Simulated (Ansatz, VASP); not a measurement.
Two plane-wave programs on Ta2N

```
Ta N
1.0
     2.89666    0.00000    0.00000
    -1.44833    2.50859    0.00000
     0.00000    0.00000    5.12101
Ta N
2 1
Direct
  0.66667 0.33333 0.74637
  0.33333 0.66667 0.25363
  0.00000 0.00000 0.00000
```

Alike in both runs: task single point; functional PBEsol; k mesh 18 × 18 × 10; occupations gaussian, width 0.15 eV; no spin polarisation.

|  | VASP | Ansatz |
| --- | --- | --- |
| version | VASP 6.6.1 | Ansatz 0.2.0 |
| potentials or method | VASP PAW PBE potentials, release 64 (Ta_pv, N), cutoff 520 eV | scalar-relativistic, plane waves, PAW |
| valence electrons in the cell | 27 | 31 |

|  | VASP | Ansatz | Ansatz less VASP |
| --- | --- | --- | --- |
| gap on the k mesh at the Fermi level (eV) | none | none | - |
| pressure (GPa) | 24.0 | 23.2 | -0.87 |
| traceless stress, the component that is largest in VASP (GPa) | -19.19 | -19.17 | +0.022 |
| rms of the force components (eV/Å) | 0.711 | 0.679 | -0.0323 |

VASP's potentials were made for PBE, not for PBEsol, and Ansatz warns of the same on its side. Atom by atom the forces differ by 0.032 eV/Å (rms over components). A gap of «none» marks a metal or a gap that the smearing closes. VASP's potentials hold 27 valence electrons a cell and Ansatz's 31, so a difference there can come from the potentials and not from the codes.

Neither program's run includes spin-orbit coupling.
